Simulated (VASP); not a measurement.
Input of a VASP 6.6.1 run:

Contents of INCAR:

```
SYSTEM = B3Pd
ALGO = Normal
EDIFF = 1E-6
ENCUT = 500
GGA = PE
GGA_COMPAT = .FALSE.
ISIF = 2
ISMEAR = 0
LASPH = .TRUE.
LCHARG = .FALSE.
LREAL = .FALSE.
LWAVE = .FALSE.
NBANDS = 18
NELM = 120
PREC = Accurate
SIGMA = 0.1
```

The input KPOINTS:

```
k-points
0
G
  6 6 4
  0 0 0
```

The input POSCAR:

```
B3Pd
1.0
    2.8937352525      0.0000000000      0.0000000000
   -1.4468676262      2.5060482405      0.0000000000
    0.0000000000      0.0000000000      4.8248507741
B Pd
3 1
Direct
    0.0000000000      0.0000000000      0.8390769955
    0.0000000000      0.0000000000      0.1609230045
    0.6666666667      0.3333333333      0.0000000000
    0.3333333333      0.6666666667      0.5000000000
```

Potentials or basis: VASP PAW PBE potentials, release 64 (B, Pd).

Run with:

```console
$ cat potpaw_PBE.64/B/POTCAR potpaw_PBE.64/Pd/POTCAR > POTCAR
$ mpirun -np 1 vasp_std > vasp.out
```

**Question.** What does it give for the largest force?

**Answer.** 0.009 eV/Å.

**Question.** Predict the pressure.

**Answer.** 0.1 GPa.

Stress tensor (GPa, compression positive):
```
 0.64  0.00  0.00
 0.00  0.64  0.00
 0.00  0.00 -0.89
```

Caveat: the k points lie up to 0.42 Å⁻¹ apart.
